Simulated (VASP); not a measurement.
# CuOs2 (Fm-3m) in VASP: single point with PBE

Aim: the single point of CuOs2 with PBE.

Program: VASP 6.6.1. These are calculated values, not measurements. Logs are shortened: lines on timing, memory, paths and dates and some standing lists are left out, and cuts for length are marked.

## Step 1: The cell of the first run

The structure is cubic, space group Fm-3m (No. 225). The conventional cell has a = 5.323 Å, b = 5.323 Å, c = 5.323 Å, α = 90.00°, β = 90.00°, γ = 90.00°. Within 3.0 Å of Cu (site symmetry m-3m) lie 8 Os at 2.30 Å. Os (site symmetry -43m) has 4 Cu at 2.30 Å and 6 Os at 2.66 Å within 3.0 Å.

The cell was built from a structure type or drawn by symmetry, and may not be a known phase.

## Step 2: Single point, PBE

File INCAR:

```
SYSTEM = CuOs2
  ALGO = Normal
  EDIFF = 1E-6
  ENCUT = 600
  GGA = PE
  GGA_COMPAT = .FALSE.
  ISIF = 2
  ISMEAR = 0
  LASPH = .TRUE.
  LCHARG = .TRUE.
  LELF = .TRUE.
  LREAL = .FALSE.
  LVHAR = .TRUE.
  LWAVE = .FALSE.
  NBANDS = 20
  NELM = 120
  PREC = Accurate
  SIGMA = 0.1
```

File KPOINTS:

```
k-points
0
G
  6 6 6
  0 0 0
```

File POSCAR:

```
CuOs2
1.0
    0.0000000000      2.6613813400      2.6613813400
    2.6613813400      0.0000000000      2.6613813400
    2.6613813400      2.6613813400      0.0000000000
Cu Os
1 2
Direct
    0.0000000000      0.0000000000      0.0000000000
    0.2500000000      0.2500000000      0.2500000000
    0.7500000000      0.7500000000      0.7500000000
```

Potentials or basis: VASP PAW PBE potentials, release 64 (Cu, Os).

Run with:

```bash
$ cat potpaw_PBE.64/Cu/POTCAR potpaw_PBE.64/Os/POTCAR > POTCAR
$ mpirun -np 1 vasp_std > vasp.out
```

OUTCAR:

```text
SYSTEM = CuOs2
   EDIFF = 1E-6
   ENCUT = 600
   GGA = PE
   ISIF = 2
   ISMEAR = 0
   LASPH = .TRUE.
   LREAL = .FALSE.
   NELM = 120
   PREC = Accurate

 ion  position               nearest neighbor table
   1  0.000  0.000  0.000-   3 2.30   3 2.30   3 2.30   2 2.30   3 2.30   2 2.30   2 2.30   2 2.30

   2  0.250  0.250  0.250-   1 2.30   1 2.30   1 2.30   1 2.30   3 2.66   3 2.66   3 2.66   3 2.66
                             3 2.66   3 2.66
   3  0.750  0.750  0.750-   1 2.30   1 2.30   1 2.30   1 2.30   2 2.66   2 2.66   2 2.66   2 2.66
                             2 2.66   2 2.66

  LATTYP: Found a face centered cubic cell.
 ALAT       =     5.3227626800

  Lattice vectors:

 A1 = (   0.0000000000,   2.6613813400,   2.6613813400)
 A2 = (   2.6613813400,   0.0000000000,   2.6613813400)
 A3 = (   2.6613813400,   2.6613813400,   0.0000000000)

Analysis of symmetry for initial positions (statically):
=====================================================================
 Subroutine PRICEL returns:
 Original cell was already a primitive cell.

 Routine SETGRP: Setting up the symmetry group for a
 face centered cubic supercell.

 Subroutine GETGRP returns: Found 48 space group operations
 (whereof 48 operations were pure point group operations)
 out of a pool of 48 trial point group operations.

The static configuration has the point symmetry O_h .

Analysis of symmetry for dynamics (positions and initial velocities):
=====================================================================
 Subroutine PRICEL returns:
 Original cell was already a primitive cell.

 Routine SETGRP: Setting up the symmetry group for a
 face centered cubic supercell.

 Subroutine GETGRP returns: Found 48 space group operations
 (whereof 48 operations were pure point group operations)
 out of a pool of 48 trial point group operations.

The dynamic configuration has the point symmetry O_h .

 Subroutine INISYM returns: Found 48 space group operations
 (whereof 48 operations are pure point group operations),
 and found     1 'primitive' translations

----------------------------------------------------------------------------------------

                                     Primitive cell

  volume of cell :      37.7009

  direct lattice vectors                    reciprocal lattice vectors
[... 75 lines left out ...]
   LNONCOLLINEAR =      F non collinear calculations
   LSORBIT =      F    spin-orbit coupling
   LASPH  =      T    aspherical Exc in radial PAW
   ENCUT  =  600.0 eV  44.10 Ry    6.64 a.u.   7.52  7.52  7.52*2*pi/ulx,y,z
   NELM   =    120;   NELMIN=  2; NELMDL= -5     # of ELM steps
   EDIFF  = 0.1E-05   stopping-criterion for ELM
   LREAL  =      F    real-space projection
   EDIFFG = 0.1E-04   stopping-criterion for IOM
   NSW    =      0    number of steps for IOM
   IBRION =     -1    ionic relax: 0-MD 1-quasi-New 2-CG
   NFREE  =      0    steps in history (QN), initial steepest desc. (CG)
   ISIF   =      2    stress and relaxation
   ISYM   =      2    0-nonsym 1-usesym 2-fastsym
   POTIM  = 0.5000    time-step for ionic-motion
   TEBEG  =    0.0;   TEEND  =   0.0 temperature during run
   PSTRESS=    0.0 pullay stress
   NELECT =      27.0000    total number of electrons
   NUPDOWN=      -1.0000    fix difference up-down
   EMIN   =  10.00;   EMAX   =-10.00  energy-range for DOS
   EFERMI =   0.00;   METHOD = LEGACY
   ISMEAR =     0;   SIGMA  =   0.10  broadening in eV -4-tet -1-fermi 0-gaus
   EFERMI_NEDOS =   21; number of points for ismear=-14 and -15
   IALGO  =     38    algorithm
   IMIX   =      4    mixing-type and parameters
     AMIX     =   0.40;   BMIX     =  1.00
     AMIX_MAG =   1.60;   BMIX_MAG =  1.00
  volume/ion in A,a.u.               =      12.57        84.81
  Fermi-wavevector in a.u.,A,eV,Ry     =   1.464690  2.767862 29.188798  2.145316
  Thomas-Fermi vector in A             =   2.580636
   LORBIT       =      0    0 simple, 1 ext, 2 COOP (PROOUT), +10 PAW based schemes
   GGA     = PE    functional components
   LHFCALC =     F    Hartree Fock is set to
   AEXX    =    0.0000 exact exchange contribution
   IVDW    =     0    specifies the selected vdW correction
   LEPSILON=     F    determine dielectric tensor
   LRPA    =     F    only Hartree local field effects (RPA)
 non-spin polarized calculation
 Gauss-broadening in eV      SIGMA  =   0.10
  energy-cutoff  :      600.00
  volume of cell :       37.70
 maximum number of plane-waves:      1278
   NGX = 15   NGY = 15   NGZ = 15

 number of electron      27.0000012 magnetization

 Free energy of the ion-electron system (eV)
  ---------------------------------------------------
  ext. energy  EPLUGINS =         0.00000000
  ---------------------------------------------------
  free energy    TOTEN  =       -21.03777123 eV

  energy without entropy =      -21.02413008  energy(sigma->0) =      -21.03095066

 E-fermi :   9.5164     XC(G=0): -13.8605

 val. band max:        9.5027472277   @ k =  -0.3333   0.5000   0.1667
 cond. band min:       9.5916201444   @ k =  -0.3333   0.5000   0.1667
 fundamental gap:      0.0888729166
 Fermi energy:         9.5164383022

 k-point     1 :       0.0000    0.0000    0.0000
  band No.  band energies     occupation
      1      -1.2530      2.00000
      2       2.1929      2.00000
      3       2.1929      2.00000
      4       3.7266      2.00000
      5       3.7266      2.00000
      6       3.7266      2.00000
[... 357 lines left out ...]
     19      14.6983      0.00000
     20      21.5726      0.00000

------------------------ aborting loop because EDIFF is reached ----------------------------------------

  FORCE on cell =-STRESS in cart. coord.  units (eV):
  Direction    XX          YY          ZZ          XY          YZ          ZX
  --------------------------------------------------------------------------------------
  -------------------------------------------------------------------------------------
  Total       17.2917720     17.2917720     17.2917720     -0.0000000      0.0000000      0.0000000
  in kB      734.8501127    734.8501127    734.8501127     -0.0000000      0.0000000      0.0000000
  external PRESSURE =     734.8501127 kB  Pullay stress =       0.0000000 kB

 VOLUME and BASIS-vectors are now :
 -----------------------------------------------------------------------------
  energy-cutoff  :      600.00
  volume of cell :       37.70
      direct lattice vectors                 reciprocal lattice vectors
     0.000000000  2.661381340  2.661381340    -0.187872363  0.187872363  0.187872363
     2.661381340  0.000000000  2.661381340     0.187872363 -0.187872363  0.187872363
     2.661381340  2.661381340  0.000000000     0.187872363  0.187872363 -0.187872363

 POSITION                                       TOTAL-FORCE (eV/Angst)
 -----------------------------------------------------------------------------------
      0.00000      0.00000      0.00000        -0.000000      0.000000     -0.000000
      1.33069      1.33069      1.33069         0.000000      0.000000      0.000000
      3.99207      3.99207      3.99207        -0.000000     -0.000000     -0.000000
 -----------------------------------------------------------------------------------
    total drift:                                0.000000     -0.000000     -0.000000

  FREE ENERGIE OF THE ION-ELECTRON SYSTEM (eV)
  ---------------------------------------------------
  free  energy   TOTEN  =       -21.0377712301 eV

  energy  without entropy=      -21.0241300802  energy(sigma->0) =      -21.03095066
```

OSZICAR:

```text
N       E                     dE             d eps       ncg     rms          rms(c)
DAV:   1     0.224006651441E+03    0.22401E+03   -0.14030E+04   680   0.199E+03
DAV:   2    -0.193716858954E+01   -0.22594E+03   -0.21404E+03   652   0.441E+02
DAV:   3    -0.232928550875E+02   -0.21356E+02   -0.19899E+02   752   0.139E+02
DAV:   4    -0.240000915965E+02   -0.70724E+00   -0.69635E+00   784   0.261E+01
DAV:   5    -0.240154482242E+02   -0.15357E-01   -0.15347E-01   724   0.412E+00    0.288E+01
DAV:   6    -0.252240905107E+02   -0.12086E+01   -0.58026E+01   676   0.269E+02    0.221E+01
DAV:   7    -0.211742634974E+02    0.40498E+01   -0.11861E+01   824   0.117E+02    0.741E+00
DAV:   8    -0.211709034574E+02    0.33600E-02   -0.16025E+00  1004   0.335E+01    0.327E+00
DAV:   9    -0.210499048445E+02    0.12100E+00   -0.38432E-01   940   0.229E+01    0.177E+00
DAV:  10    -0.210584516048E+02   -0.85468E-02   -0.25035E-02   860   0.540E+00    0.123E+00
DAV:  11    -0.210372214849E+02    0.21230E-01   -0.64666E-02   824   0.117E+01    0.727E-02
DAV:  12    -0.210377806150E+02   -0.55913E-03   -0.70819E-03   912   0.123E+00    0.155E-01
DAV:  13    -0.210377737278E+02    0.68872E-05   -0.94712E-05   864   0.994E-02    0.802E-02
DAV:  14    -0.210377742895E+02   -0.56167E-06   -0.18005E-05   928   0.507E-02    0.563E-02
DAV:  15    -0.210377715991E+02    0.26904E-05   -0.58916E-07   392   0.214E-02    0.211E-02
DAV:  16    -0.210377712301E+02    0.36896E-06   -0.26203E-07   356   0.122E-02
   1 F= -.21037771E+02 E0= -.21030951E+02  d E =-.136411E-01
```

Wall time 31 s (1 thread of AMD EPYC 7R43 (Zen 3), shared host); peak memory 0.14 GiB.

Results:

```yaml
Free_energy: -21.0378 eV
Pressure: 73.5 GPa
Band_gap_on_the_k_mesh: zero (an odd number of electrons rules out a gap without spin polarisation)
```

Caveat: the cell stands under pressure; spin-orbit coupling is left out, which moves the levels of the heavy elements.
